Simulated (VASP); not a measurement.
Li7Bi, 8 atoms in the cell. Symmetry: Cm, No. 8, monoclinic system. The conventional cell has a = 9.738 Å, b = 6.699 Å, c = 6.730 Å, α = 90.00°, β = 133.48°, γ = 90.00°. Li (site symmetry 1) has 12 Li at 2.91 to 3.61 Å and 2 Bi at 2.97 Å within 3.8 Å. Li (site symmetry 1) has 12 Li at 2.91 to 3.61 Å and 2 Bi at 2.97 Å within 3.8 Å. Li (site symmetry m) has 12 Li at 2.93 to 3.55 Å and 2 Bi at 3.24 to 3.50 Å within 3.9 Å. Li (site symmetry m) has 12 Li at 2.94 to 3.55 Å and 2 Bi at 3.35 Å within 3.9 Å. Li (site symmetry m) has 12 Li at 2.91 to 3.42 Å and 1 Bi at 3.04 Å within 3.8 Å. Within 4.1 Å of Bi (site symmetry m) lie 14 Li at 2.97 to 4.03 Å. 

- Program: VASP 6.6.1
- Task: single point
- Functional: PBE
- Potentials or basis: VASP PAW PBE potentials, release 64 (Li_sv, Bi_d)
- Cutoff: 520 eV
- k mesh: 4 × 4 × 4
- Occupations: gaussian, width 0.1 eV
- Spin: no spin polarisation
- Dipole correction: no
- Further INCAR settings: ALGO = Normal; EDIFF = 1e-06; NBANDS = 28

Potentials or basis: VASP PAW PBE potentials, release 64 (Li_sv, Bi_d).

Run with:

```console
$ cat potpaw_PBE.64/Li_sv/POTCAR potpaw_PBE.64/Bi_d/POTCAR > POTCAR
$ mpirun -np 1 vasp_std > vasp.out
```

Hardware: 1 thread of Oxide Virtual Turin-like Processor (shared host).

Task: Estimate the wall time of this run.

Result: It took 4 min on 1 thread of Oxide Virtual Turin-like Processor (shared host), peak memory 0.33 GiB. Counts: scf iterations 13, k points 24.
